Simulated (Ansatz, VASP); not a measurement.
# Two plane-wave programs on Al

```xyz
1
Lattice="0.0000 2.0645 2.0645 2.0645 0.0000 2.0645 2.0645 2.0645 0.0000" Properties=species:S:1:pos:R:3 pbc="T T T"
Al    0.0000    0.0000    0.0000
```

Alike in both runs: task single point; functional PBE exchange alone; k mesh 11 × 11 × 11; occupations fermi-dirac, width 0.05 eV; no spin polarisation.

|  | VASP | Ansatz |
| --- | --- | --- |
| version | VASP 6.6.1 | Ansatz 0.2.0 |
| potentials or method | VASP PAW PBE potentials, release 64 (Al) | Ansatz PAW |
| plane-wave cutoff (eV) | 520 | 420 |
| valence electrons in the cell | 3 | 3 |

```csv
,VASP,Ansatz,Ansatz less VASP
gap on the k mesh at the Fermi level (eV),none,none,-
pressure (GPa),4.9,4.8,-0.10
```

VASP's potentials were made for PBE, not for PBE exchange alone. A gap of «none» marks a metal or a gap that the smearing closes. With one functional, cell and mesh, what is left measures potentials, basis and numerics.
